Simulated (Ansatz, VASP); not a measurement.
# One calculation of Al8H, two programs

Contents of INCAR:

```
ALGO = Normal ; DIPOL = 0.5 0.5 0.294
EDIFF = 1E-6 ; ENCUT = 520
GGA = PE ; IDIPOL = 3
ISIF = 2 ; ISMEAR = 0
LASPH = True ; LCHARG = False
LDIPOL = True ; LREAL = Auto
LWAVE = False ; NBANDS = 40
NELM = 60 ; PREC = Accurate
SIGMA = 0.1
```

File KPOINTS:

```
k-points
0
Gamma
  5 4 1
```

The input POSCAR:

```
Al8H
1.0
    5.7135165837      0.0000000000      0.0000000000
    0.0000000000      8.0801326415      0.0000000000
    0.0000000000      0.0000000000     22.2432786975
Al H
16 2
Direct
    0.2500000000      0.2500000000      0.1798296040
    0.2500000000      0.7500000000      0.1798296040
    0.7500000000      0.2500000000      0.1798296040
    0.7500000000      0.7500000000      0.1798296040
    0.0000000000      0.0000000000      0.2440458181
    0.0000000000      0.5000000000      0.2440458181
    0.5000000000      0.0000000000      0.2440458181
    0.5000000000      0.5000000000      0.2440458181
    0.2500000000      0.2500000000      0.3102598702
    0.2500000000      0.7500000000      0.3102598702
    0.7500000000      0.2500000000      0.3102598702
    0.7500000000      0.7500000000      0.3102598702
    0.0000000000      0.0000000000      0.3705963860
    0.0000000000      0.5000000000      0.3705963860
    0.5000000000      0.0000000000      0.3705963860
    0.5000000000      0.5000000000      0.3705963860
    0.2500000000      0.1769195165      0.4339863214
    0.2500000000      0.3230804835      0.4339863214
```

Input for Ansatz:

```yaml
crystal:
  lattice:
    - [5.7135165837, 0.0, 0.0]
    - [0.0, 8.0801326415, 0.0]
    - [0.0, 0.0, 22.2432786975]
  atoms:
    - { symbol: Al, position: [0.25, 0.25, 0.179829604] }
    - { symbol: Al, position: [0.25, 0.75, 0.179829604] }
    - { symbol: Al, position: [0.75, 0.25, 0.179829604] }
    - { symbol: Al, position: [0.75, 0.75, 0.179829604] }
    - { symbol: Al, position: [0.0, 0.0, 0.2440458181] }
    - { symbol: Al, position: [0.0, 0.5, 0.2440458181] }
    - { symbol: Al, position: [0.5, 0.0, 0.2440458181] }
    - { symbol: Al, position: [0.5, 0.5, 0.2440458181] }
    - { symbol: Al, position: [0.25, 0.25, 0.3102598702] }
    - { symbol: Al, position: [0.25, 0.75, 0.3102598702] }
    - { symbol: Al, position: [0.75, 0.25, 0.3102598702] }
    - { symbol: Al, position: [0.75, 0.75, 0.3102598702] }
    - { symbol: Al, position: [0.0, 0.0, 0.370596386] }
    - { symbol: Al, position: [0.0, 0.5, 0.370596386] }
    - { symbol: Al, position: [0.5, 0.0, 0.370596386] }
    - { symbol: Al, position: [0.5, 0.5, 0.370596386] }
    - { symbol: H, position: [0.25, 0.1769195165, 0.4339863214] }
    - { symbol: H, position: [0.25, 0.3230804835, 0.4339863214] }
basis:
  ecutwfc: 420
kpoints:
  mp_grid: { grid: [5, 4, 1] }
hamiltonian:
  xc: pbe
  pseudopotentials: { kind: paw, azcp: { folder: soft_1 } }
scf:
  occupations: { method: gaussian, width: 0.1 }
output:
  forces: true
  eigenvalues: true
efield:
  axis: 3
  dipole_correction: true
  ramp_width: 0.04
```

Alike in both runs: task single point; functional PBE; k mesh 5 × 4 × 1; occupations gaussian, width 0.1 eV; no spin polarisation.

|  | VASP | Ansatz |
| --- | --- | --- |
| version | VASP 6.6.1 | Ansatz 0.2.0 |
| potentials or method | VASP PAW PBE potentials, release 64 (Al, H), cutoff 520 eV | scalar-relativistic, plane waves, PAW |
| valence electrons in the cell | 50 | 50 |

```csv
,VASP,Ansatz,Ansatz less VASP
gap on the k mesh at the Fermi level (eV),none,none,-
rms of the force components (eV/Å),0.484,0.484,-0.0005
```

Atom by atom the forces differ by 0.001 eV/Å (rms over components). A gap of «none» marks a metal or a gap that the smearing closes.
